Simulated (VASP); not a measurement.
A run of VASP 6.6.1:

File INCAR:

```
SYSTEM = Si
  PREC = Accurate
  ENCUT = 520
  EDIFF = 1E-6
  ISMEAR = -1
  SIGMA = 0.05
  LREAL = Auto
  LASPH = .TRUE.
  NELM = 60
  ALGO = Normal
  ISIF = 2
  LWAVE = .FALSE.
  LCHARG = .FALSE.
  IBRION = 2
  NSW = 80
  EDIFFG = -0.03
```

KPOINTS

```
Automatic mesh
0
G
  2 2 2
  0 0 0
```

Contents of POSCAR:

```
Si
1.0
    0.0000000000      5.4300000000      5.4300000000
    5.4300000000      0.0000000000      5.4300000000
    5.4300000000      5.4300000000      0.0000000000
Si
17
Direct
    0.0000000000      0.0000000000      0.0000000000
    0.1250000000      0.1250000000      0.1250000000
    0.0000000000      0.0000000000      0.5000000000
    0.1250000000      0.1250000000      0.6250000000
    0.0000000000      0.5000000000      0.0000000000
    0.1250000000      0.6250000000      0.1250000000
    0.0000000000      0.5000000000      0.5000000000
    0.1250000000      0.6250000000      0.6250000000
    0.5000000000      0.0000000000      0.0000000000
    0.6250000000      0.1250000000      0.1250000000
    0.5000000000      0.0000000000      0.5000000000
    0.6250000000      0.1250000000      0.6250000000
    0.5000000000      0.5000000000      0.0000000000
    0.6250000000      0.6250000000      0.1250000000
    0.5000000000      0.5000000000      0.5000000000
    0.6250000000      0.6250000000      0.6250000000
    0.7434257000      0.7647117000      0.7517302000
```

Potentials or basis: VASP PAW LDA potentials, release 64 (Si).

Command:

```bash
$ cat potpaw_LDA.64/Si/POTCAR > POTCAR
$ mpirun -np 1 vasp_std > vasp.out
```

Hardware: 1 thread of Oxide Virtual Turin-like Processor, on a shared host.

Q: How long does it take, and how much memory?

A: Run time: 14 min on 1 thread of Oxide Virtual Turin-like Processor, with other jobs on the host, peak memory 0.35 GiB. Counts: scf iterations 49, k points 8, ion steps 8.
